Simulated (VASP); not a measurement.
# SnGe2Se3 (I4/mmm) in VASP: a series of runs, part 2 of 2

VASP 6.6.1.

## Step 4: Relaxation of cell and atoms, PBE

This run uses another cell than the first one, of 25.23 Å³/atom.

File INCAR:

```
PREC     = Accurate       # precision mode
ENCUT    = 600            # plane-wave cutoff, eV
EDIFF    = 1E-6           # SCF threshold, eV
ISMEAR   = 0              # smearing method
SIGMA    = 0.1            # smearing width, eV
LREAL    = F              # projectors in reciprocal space
LASPH    = T              # aspherical terms in the spheres
NELM     = 60             # most SCF steps
ALGO     = Normal         # electronic algorithm
ISIF     = 3              # what is computed and relaxed
LWAVE    = F              # write WAVECAR
LCHARG   = F              # write CHGCAR
GGA      = PE             # functional
IBRION   = 2              # ionic algorithm
NSW      = 90             # ionic steps
EDIFFG   = -0.04          # ionic threshold
```

File KPOINTS:

```
Automatic mesh
0
Gamma
  6 6 6
```

File POSCAR:

```
SnGe2Se3
1.0
   -2.0740479300      2.0740479300      8.7994401200
    2.0740479300     -2.0740479300      8.7994401200
    2.0740479300      2.0740479300     -8.7994401200
Sn Ge Se
1 2 3
Direct
    0.5000000000      0.5000000000      0.0000000000
    0.8333333300      0.8333333300      0.0000000000
    0.1666666700      0.1666666700      0.0000000000
    0.6666666700      0.6666666700      0.0000000000
    0.0000000000      0.0000000000      0.0000000000
    0.3333333300      0.3333333300      0.0000000000
```

Potentials or basis: VASP PAW PBE potentials, release 64 (Sn_d, Ge_d, Se).

Started as:

```
cat potpaw_PBE.64/Sn_d/POTCAR potpaw_PBE.64/Ge_d/POTCAR potpaw_PBE.64/Se/POTCAR > POTCAR
mpirun -np 1 vasp_std > vasp.out
```

OUTCAR:

```text
PREC = Accurate
   ENCUT = 600
   EDIFF = 1E-6
   ISMEAR = 0
   LREAL = F
   LASPH = T
   NELM = 60
   ISIF = 3
   GGA = PE
   IBRION = 2
   NSW = 90
   EDIFFG = -0.04

 ion  position               nearest neighbor table
   1  0.500  0.500  0.000-   5 2.93   5 2.93   5 2.93   5 2.93   6 2.93   4 2.93
   2  0.833  0.833  0.000-
   3  0.167  0.167  0.000-
   4  0.667  0.667  0.000-   1 2.93
   5  0.000  0.000  0.000-   1 2.93   1 2.93   1 2.93   1 2.93
   6  0.333  0.333  0.000-   1 2.93

  LATTYP: Found a body centered tetragonal cell.
 ALAT       =     4.1480958600
 C/A-ratio  =     4.2426406800

  Lattice vectors:

 A1 = (  -2.0740479300,   2.0740479300,   8.7994401200)
 A2 = (   2.0740479300,  -2.0740479300,   8.7994401200)
 A3 = (   2.0740479300,   2.0740479300,  -8.7994401200)

Analysis of symmetry for initial positions (statically):
=====================================================================
 Subroutine PRICEL returns:
 Original cell was already a primitive cell.

 Routine SETGRP: Setting up the symmetry group for a
 body centered tetragonal supercell.

 Subroutine GETGRP returns: Found 16 space group operations
 (whereof 16 operations were pure point group operations)
 out of a pool of 16 trial point group operations.

The static configuration has the point symmetry D_4h.

Analysis of symmetry for dynamics (positions and initial velocities):
[... 281 lines left out ...]
  FREE ENERGIE OF THE ION-ELECTRON SYSTEM (eV)
  ---------------------------------------------------
  free  energy   TOTEN  =       -24.9481834037 eV

  energy  without entropy=      -24.9462679001  energy(sigma->0) =      -24.94722565

 E-fermi :   5.1964     XC(G=0):  -9.7957

 val. band max:        5.0862539335   @ k =   0.5000   0.0000  -0.0000
 cond. band min:       5.2953250207   @ k =  -0.1667   0.3333   0.1667
 fundamental gap:      0.2090710871
 Fermi energy:         5.1964171985

 k-point     1 :       0.0000    0.0000    0.0000
  band No.  band energies     occupation
      1     -20.1416      2.00000
      2     -20.1405      2.00000
      3     -20.1405      2.00000
      4     -20.1392      2.00000
      5     -20.1368      2.00000
      6     -20.1327      2.00000
[... 925 lines left out ...]
     35       8.4766      0.00000
     36       8.5219      0.00000

 [... further k-points ...]

[... ionic steps 4 to 9 ...]

--------------------------------------- Ionic step       10  -------------------------------------------

 number of electron      60.0000001 magnetization

------------------------ aborting loop because EDIFF is reached ----------------------------------------
[... 75 lines left out ...]
--------------------------------------- Ionic step       12  -------------------------------------------

 number of electron      59.9999997 magnetization

 Free energy of the ion-electron system (eV)
  ---------------------------------------------------
  ext. energy  EPLUGINS =         0.00000000
  ---------------------------------------------------
  free energy    TOTEN  =       -24.98983796 eV

  energy without entropy =      -24.98768985  energy(sigma->0) =      -24.98876390

 E-fermi :   5.2481     XC(G=0):  -9.8104

 val. band max:        5.1557530796   @ k =  -0.1667   0.3333   0.1667
 cond. band min:       5.3332561711   @ k =  -0.1667   0.3333   0.1667
 fundamental gap:      0.1775030915
 Fermi energy:         5.2480863933

 k-point     1 :       0.0000    0.0000    0.0000
  band No.  band energies     occupation
      1     -20.1080      2.00000
      2     -20.1070      2.00000
      3     -20.1068      2.00000
      4     -20.1055      2.00000
      5     -20.1026      2.00000
      6     -20.0981      2.00000
[... 960 lines left out ...]
  FREE ENERGIE OF THE ION-ELECTRON SYSTEM (eV)
  ---------------------------------------------------
  free  energy   TOTEN  =       -24.9898379553 eV

  energy  without entropy=      -24.9876898516  energy(sigma->0) =      -24.98876390

 reached required accuracy - stopping structural energy minimisation
```

Wall time 56 min (1 thread of Intel Xeon Platinum 8488C (Sapphire Rapids), shared host); peak memory 1.1 GiB.

What came out:

```
Free energy                           : -24.9898 eV
Relaxed volume                        : 24.54 Å³/atom
Relaxed cell                          : a = 9.201 Å, b = 9.201 Å, c = 9.201 Å, α = 154.21°, β = 154.21°, γ = 36.79°
Space group after relaxing (to 0.1 Å) : I4/mmm (No. 139)
Energy gained by relaxing             : 13.4 meV/atom
Ionic steps                           : 12
Pressure after relaxing               : 0.1 GPa
Largest force after relaxing          : 0.028 eV/Å
Band gap on the k mesh                : 0.18 eV
```

Forces on the atoms (eV/Å):
```
Sn   0.000  0.000  0.000
Ge   0.000  0.000 -0.028
Ge   0.000  0.000  0.028
Se   0.000  0.000 -0.003
Se   0.000  0.000  0.000
Se   0.000  0.000  0.003
```

Stress tensor (GPa, compression positive):
```
 0.14  0.00  0.00
 0.00  0.14  0.00
 0.00  0.00 -0.08
```

Step by step:
```tsv
step	energy change (eV)	largest force (eV/Å)	pressure (GPa)	volume (Å³)
1	0.0000	0.4129	-1.44	151.41
2	-0.0379	0.3638	0.20	146.48
3	-0.0389	0.3527	0.49	145.59
4	-0.0567	0.2496	0.41	145.83
5	-0.0761	0.0873	0.30	146.38
6	-0.0763	0.0786	0.25	146.44
7	-0.0783	0.0831	-0.18	147.73
8	-0.0784	0.0829	-0.06	147.51
9	-0.0784	0.0823	-0.15	147.57
10	-0.0784	0.0832	-0.12	147.54
11	-0.0797	0.0585	-0.03	147.41
12	-0.0806	0.0278	0.06	147.22
```

Final structure:
```xyz
6
Lattice="-2.0533 2.0533 8.7304 2.0533 -2.0533 8.7304 2.0533 2.0533 -8.7304" Properties=species:S:1:pos:R:3 pbc="T T T"
Sn    0.0000    0.0000    8.7304
Ge    0.0000    0.0000   14.4822
Ge    2.0533    2.0533   -5.7518
Se    0.0000    0.0000   11.7424
Se    0.0000    0.0000    0.0000
Se    0.0000    0.0000    5.7184
```

Caveat: spin-orbit coupling is left out, which moves the levels of the heavy elements. A k mesh can miss the band edges.

## Step 5: The runs side by side

```csv
task,cell,cutoff (eV),gap on the mesh (eV),pressure (GPa),largest force (eV/Å)
single point,"a = 9.199 Å, angles 154.2, 154.2, 36.8°, 6 atoms, atomic positions A",520,0.17,0.0,0.02
single point,"a = 9.275 Å, angles 154.2, 154.2, 36.9°, 6 atoms, atomic positions B",520,0.20,-1.5,0.41
relaxation of cell and atoms,"relaxed from a = 9.275 Å, angles 154.2, 154.2, 36.9°, 6 atoms, atomic positions B",600,0.18,0.1,0.03
```

Alike in all rows: level PBE; potentials or basis VASP PAW PBE potentials, release 64 (Sn_d, Ge_d, Se); no spin polarisation; k mesh 6 × 6 × 6; smearing gaussian 0.1 eV.

Caveats: spin-orbit coupling is left out, which moves the levels of the heavy elements.

Total energies depend on the potentials used, so only differences within one code and one set of settings carry meaning.
